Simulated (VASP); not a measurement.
# Si in VASP: notebook, part 2 of 2

VASP 6.6.1. Earlier steps stand in the parts before.

## Step 3: Single point, PBE+D3(BJ)

This run uses another cell than the first one, of 111.80 Å³/atom, 1.043 times its volume.

The input, INCAR:

```
SYSTEM = Si
ALGO     = Normal         ! electronic algorithm
DIPOL    = 0.5 0.5 0.500
EDIFF    = 1E-6           ! SCF threshold, eV
ENCUT    = 520            ! plane-wave cutoff, eV
GGA      = PE             ! functional
IDIPOL   = 3            
ISIF     = 2              ! what is computed and relaxed
ISMEAR   = 0              ! smearing method
IVDW     = 12             ! dispersion correction
LASPH    = .True.         ! aspherical terms in the spheres
LCHARG   = .False.        ! write CHGCAR
LDIPOL   = .True.       
LREAL    = .False.        ! projectors in reciprocal space
LWAVE    = .False.        ! write WAVECAR
NBANDS   = 11             ! bands
NELM     = 80             ! most SCF steps
PREC     = Accurate       ! precision mode
SIGMA    = 0.05           ! smearing width, eV
```

The input, KPOINTS:

```
k-points
0
Gamma
  12 12 1
  0 0 0
```

The input, POSCAR:

```
Si
1.0
    3.8471915175      0.0000000029      0.0000000000
   -1.9235957613      3.3317655859      0.0000000000
    0.0000000000      0.0000000000     17.4439998298
Si
2
Direct
    0.3333333333      0.6666666667      0.5135473057
    0.6666666667      0.3333333333      0.4864526943
```

Potentials or basis: VASP PAW PBE potentials, release 64 (Si).

Launch:

```
$ cat potpaw_PBE.64/Si/POTCAR > POTCAR
$ mpirun -np 1 vasp_std > vasp.out
```

OUTCAR:

```text
SYSTEM = Si
   EDIFF = 1E-6
   ENCUT = 520
   GGA = PE
   ISIF = 2
   ISMEAR = 0
   IVDW = 12
   LASPH = .True.
   LREAL = .False.
   NELM = 80
   PREC = Accurate
 IVDW          = 12

 ion  position               nearest neighbor table
   1  0.333  0.667  0.514-   2 2.27   2 2.27   2 2.27
   2  0.667  0.333  0.486-   1 2.27   1 2.27   1 2.27

  LATTYP: Found a hexagonal cell.
 ALAT       =     3.8471915175
 C/A-ratio  =     4.5342166488

  Lattice vectors:

 A1 = (   3.8471915175,   0.0000000029,   0.0000000000)
 A2 = (  -1.9235957613,   3.3317655859,   0.0000000000)
 A3 = (   0.0000000000,   0.0000000000,  17.4439998298)

Analysis of symmetry for initial positions (statically):
=====================================================================
 Subroutine PRICEL returns:
 Original cell was already a primitive cell.

 Routine SETGRP: Setting up the symmetry group for a
 hexagonal supercell.

 Subroutine GETGRP returns: Found 12 space group operations
 (whereof 12 operations were pure point group operations)
 out of a pool of 24 trial point group operations.

The static configuration has the point symmetry D_3d.

Analysis of symmetry for dynamics (positions and initial velocities):
=====================================================================
 Subroutine PRICEL returns:
 Original cell was already a primitive cell.

 Routine SETGRP: Setting up the symmetry group for a
 hexagonal supercell.

 Subroutine GETGRP returns: Found 12 space group operations
 (whereof 12 operations were pure point group operations)
 out of a pool of 24 trial point group operations.

The dynamic configuration has the point symmetry D_3d.

 Subroutine INISYM returns: Found 12 space group operations
 (whereof 12 operations are pure point group operations),
 and found     1 'primitive' translations

----------------------------------------------------------------------------------------

                                     Primitive cell

  volume of cell :     223.5961

  direct lattice vectors                    reciprocal lattice vectors
     3.847191518  0.000000003  0.000000000     0.259929872  0.150070582  0.000000000
    -1.923595761  3.331765586  0.000000000    -0.000000000  0.300141164  0.000000000
     0.000000000  0.000000000 17.443999830     0.000000000  0.000000000  0.057326302

  length of vectors
     3.847191518  3.847191517 17.443999830     0.300141164  0.300141164  0.057326302

  position of ions in fractional coordinates (direct lattice)
     0.333333333  0.666666667  0.513547306
     0.666666667  0.333333333  0.486452694

  ion indices of the primitive-cell ions
   primitive index   ion index
                 1           1
                 2           2

----------------------------------------------------------------------------------------

 KPOINTS: k-points

Automatic generation of k-mesh.
 Grid dimensions read from file:
 generate k-points for:   12   12    1

 Generating k-lattice:

  Cartesian coordinates                     Fractional coordinates (reciprocal lattice)
     0.021660823  0.012505882  0.000000000     0.083333333  0.000000000  0.000000000
    -0.000000000  0.025011764  0.000000000     0.000000000  0.083333333  0.000000000
     0.000000000  0.000000000  0.057326302     0.000000000  0.000000000  1.000000000

  Length of vectors
[... 37 lines left out ...]
   NGX,Y,Z   is equivalent  to a cutoff of  12.96, 12.96, 13.34 a.u.
   NGXF,Y,Z  is equivalent  to a cutoff of  25.93, 25.93, 26.68 a.u.
 SYSTEM =  Si
   PREC   = accura    normal or accurate (medium, high low for compatibility)
   ISTART =      0    job   : 0-new  1-cont  2-samecut
   ICHARG =      2    charge: 1-file 2-atom 10-const
   ISPIN  =      1    spin polarized calculation?
   LNONCOLLINEAR =      F non collinear calculations
   LSORBIT =      F    spin-orbit coupling
   LASPH  =      T    aspherical Exc in radial PAW
   ENCUT  =  520.0 eV  38.22 Ry    6.18 a.u.   7.15  7.15 32.43*2*pi/ulx,y,z
   NELM   =     80;   NELMIN=  2; NELMDL= -5     # of ELM steps
   EDIFF  = 0.1E-05   stopping-criterion for ELM
   LREAL  =      F    real-space projection
   EDIFFG = 0.1E-04   stopping-criterion for IOM
   NSW    =      0    number of steps for IOM
   IBRION =     -1    ionic relax: 0-MD 1-quasi-New 2-CG
   NFREE  =      0    steps in history (QN), initial steepest desc. (CG)
   ISIF   =      2    stress and relaxation
   ISYM   =      2    0-nonsym 1-usesym 2-fastsym
   POTIM  = 0.5000    time-step for ionic-motion
   TEBEG  =    0.0;   TEEND  =   0.0 temperature during run
   PSTRESS=    0.0 pullay stress
   NELECT =       8.0000    total number of electrons
   NUPDOWN=      -1.0000    fix difference up-down
   EMIN   =  10.00;   EMAX   =-10.00  energy-range for DOS
   EFERMI =   0.00;   METHOD = LEGACY
   ISMEAR =     0;   SIGMA  =   0.05  broadening in eV -4-tet -1-fermi 0-gaus
   EFERMI_NEDOS =   21; number of points for ismear=-14 and -15
   IALGO  =     38    algorithm
   IMIX   =      4    mixing-type and parameters
     AMIX     =   0.40;   BMIX     =  1.00
     AMIX_MAG =   1.60;   BMIX_MAG =  1.00
  volume/ion in A,a.u.               =     111.80       754.45
  Fermi-wavevector in a.u.,A,eV,Ry     =   0.539449  1.019410  3.959360  0.291005
  Thomas-Fermi vector in A             =   1.566134
   LORBIT       =      0    0 simple, 1 ext, 2 COOP (PROOUT), +10 PAW based schemes
   GGA     = PE    functional components
   LHFCALC =     F    Hartree Fock is set to
   AEXX    =    0.0000 exact exchange contribution
   IVDW    =    12    specifies the selected vdW correction
   LEPSILON=     F    determine dielectric tensor
   LRPA    =     F    only Hartree local field effects (RPA)
 non-spin polarized calculation
 Gauss-broadening in eV      SIGMA  =   0.05
  energy-cutoff  :      520.00
  volume of cell :      223.60
 maximum number of plane-waves:      6053
 NGX is ok and might be reduce to    30
   NGX = 15   NGY = 15   NGZ = 65

 dipolmoment           0.000000      0.000000     -0.000000 electrons x Angstroem

 number of electron       8.0000001 magnetization

 dipolmoment           0.000000      0.000000      0.000000 electrons x Angstroem

 Free energy of the ion-electron system (eV)
  ---------------------------------------------------
  ext. energy  EPLUGINS =         0.00000000
  ---------------------------------------------------
  free energy    TOTEN  =        -9.56517206 eV

  energy without entropy =       -9.56438846  energy(sigma->0) =       -9.56478026

 E-fermi :  -2.6843     XC(G=0):  -2.4756

 val. band max:       -2.6843441856   @ k =   0.3333   0.3333   0.0000
 cond. band min:      -2.6843441831   @ k =   0.3333   0.3333   0.0000
 fundamental gap:      0.0000000026
 Fermi energy:        -2.6843441844

 k-point     1 :       0.0000    0.0000    0.0000
  band No.  band energies     occupation
      1     -13.7882      2.00000
      2      -5.8877      2.00000
      3      -3.8708      2.00000
      4      -3.8708      2.00000
      5      -0.6268      0.00000
      6      -0.1603      0.00000
      7       0.3605      0.00000
      8       0.3605      0.00000
      9       1.7233      0.00000
     10       1.9628      0.00000
     11       3.1199      0.00000
[... 239 lines left out ...]
 k-point    19 :       0.3333    0.3333    0.0000
  band No.  band energies     occupation
      1     -10.4941      2.00000
      2     -10.4941      2.00000
      3      -7.1478      2.00000
      4      -2.6843      1.00000
      5      -2.6843      1.00000
      6       1.3076      0.00000
      7       3.0411      0.00000
      8       3.5400      0.00000
      9       3.5400      0.00000
     10       4.5646      0.00000
     11       4.5646      0.00000

------------------------ aborting loop because EDIFF is reached ----------------------------------------

 vacuum level on the upper side and lower side of the slab       (xc-potential included)        -0.143        -0.143

 Edisp (eV)   -0.38192

 E8    (eV) :    -0.1696

  FORCE on cell =-STRESS in cart. coord.  units (eV):
  Direction    XX          YY          ZZ          XY          YZ          ZX
  --------------------------------------------------------------------------------------
  -------------------------------------------------------------------------------------
  Total      -0.00579    -0.00579    -0.00936     0.00000     0.00000    -0.00000
  in kB      -0.04146    -0.04146    -0.06708     0.00000     0.00000    -0.00000
  external pressure =       -0.05 kB  Pullay stress =        0.00 kB

 VOLUME and BASIS-vectors are now :
 -----------------------------------------------------------------------------
  energy-cutoff  :      520.00
  volume of cell :      223.60
      direct lattice vectors                 reciprocal lattice vectors
     3.847191518  0.000000003  0.000000000     0.259929872  0.150070582  0.000000000
    -1.923595761  3.331765586  0.000000000    -0.000000000  0.300141164  0.000000000
     0.000000000  0.000000000 17.443999830     0.000000000  0.000000000  0.057326302

 POSITION                                       TOTAL-FORCE (eV/Angst)
 -----------------------------------------------------------------------------------
     -0.00000      2.22118      8.95832        -0.000000      0.000000     -0.005640
      1.92360      1.11059      8.48568         0.000000     -0.000000      0.005640
 -----------------------------------------------------------------------------------
    total drift:                               -0.000000     -0.000000     -0.000000

  FREE ENERGIE OF THE ION-ELECTRON SYSTEM (eV)
  ---------------------------------------------------
  free  energy   TOTEN  =        -9.9470967239 eV

  energy  without entropy=       -9.9463131272  energy(sigma->0) =       -9.94670493

 vacuum level on the upper side and lower side of the slab         1.804         1.804
```

Run time: 40 s. Hardware: 1 thread of Intel Xeon Platinum 8559C (Emerald Rapids), shared host; peak memory 0.34 GiB.

What came out:

| Quantity | Value |
| --- | --- |
| Free energy | -9.9471 eV |
| Largest force | 0.006 eV/Å |
| Band gap on the k mesh | zero (filled and empty bands touch) |
| Dispersion energy per atom | -0.191 eV |

Forces in eV/Å, atoms in the order of the input:
```
Si   0.000  0.000 -0.006
Si   0.000  0.000  0.006
```
